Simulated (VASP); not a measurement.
Set up this calculation in VASP 6.6.1, as the native input.

```yaml
Task: relaxation of shape and atoms at fixed volume
Functional: LDA
Potentials_or_basis: VASP PAW LDA potentials, release 64 (Mg, B)
Cutoff: 600 eV
k_mesh: 15 × 15 × 12
Occupations: gaussian, width 0.1 eV
Spin: no spin polarisation
Dipole_correction: no
Further_INCAR_settings: ALGO = Normal; EDIFF = 1e-07; IBRION = 2; EDIFFG = -0.01; NSW = 50; ISIF = 4
```

The structure of MgB2 (lda) lies in POSCAR:

```
MgB2
1.0
    2.9555978353      0.0000000000      0.0000000000
   -1.4777989176      2.5596228087      0.0000000000
    0.0000000000      0.0000000000      3.3184636824
Mg B
1 2
Direct
    0.0000000000      0.0000000000      0.0000000000
    0.3333333333      0.6666666667      0.5000000000
    0.6666666667      0.3333333333      0.5000000000
```

This cell differs from its parent crystal: volume scaled by 0.91.

These files were run (other wordings do the same):

INCAR

```
SYSTEM = MgB2
PREC = Accurate ; ENCUT = 600
EDIFF = 1E-7 ; ISMEAR = 0
SIGMA = 0.1 ; LREAL = .False.
LASPH = .True. ; NELM = 120
ALGO = Normal ; ISIF = 4
LWAVE = .False. ; LCHARG = .False.
IBRION = 2 ; NSW = 50
EDIFFG = -0.01 ; GGA_COMPAT = .False.
NELMIN = 4
```

KPOINTS

```
regular mesh
0
Gamma
  15 15 12
  0 0 0
```

Potentials or basis: VASP PAW LDA potentials, release 64 (Mg, B).

The run is started by

```console
$ cat potpaw_LDA.64/Mg/POTCAR potpaw_LDA.64/B/POTCAR > POTCAR
$ mpirun -np 1 vasp_std > vasp.out
```

Results of the run:

```json
{"Energy gained by relaxing": "0.3 meV/atom", "Ionic steps": "3", "Pressure after relaxing": "16.7 GPa", "Band gap on the k mesh": "zero (band 4 reaches 8.37 eV, above the bottom of band 5 at 3.99 eV)"}
```

Wall time 47 s on 1 thread of Intel Xeon 6455B, on a shared host, peak memory 0.18 GiB.
